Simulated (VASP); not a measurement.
In: single point with LDA

The system is In.

```
In
1.0
    -1.65735    1.65735    2.52222
     1.65735   -1.65735    2.52222
     1.65735    1.65735   -2.52222
In
1
Direct
  0.00000 0.00000 0.00000
```

| Item | Value |
| --- | --- |
| Program | VASP 6.6.1 |
| Task | single point |
| Functional | LDA |
| Potentials or basis | VASP PAW LDA potentials, release 64 (In_d) |
| Cutoff | 520 eV |
| k mesh | 11 × 11 × 11 |
| Occupations | fermi-dirac, width 0.05 eV |
| Spin | no spin polarisation |
| Dipole correction | no |
| Further INCAR settings | ALGO = Fast; EDIFF = 1e-06; NBANDS = 12 |

The pressure is -4.3 GPa.

Stress tensor (GPa, compression positive):
```
-4.39  0.00  0.00
 0.00 -4.39  0.00
 0.00  0.00 -4.04
```

Levels at points of the mesh, in eV from the Fermi level:
```
           k point  band 2  band 3  band 4  band 5  band 6  band 7  band 8  band 9  band 10  band 11
(0.00, 0.00, 0.00)  -14.47  -14.47  -14.40  -14.31   -9.19    9.89    9.89   10.03    11.55    13.51
```

Run time: 40 s on 1 thread of Intel(R) Xeon(R) Platinum 8259CL CPU @ 2.50GHz (Skylake/Cascade Lake) (shared host), peak memory 0.16 GiB.

Caveat: spin-orbit coupling is left out, which moves the levels of the heavy elements.
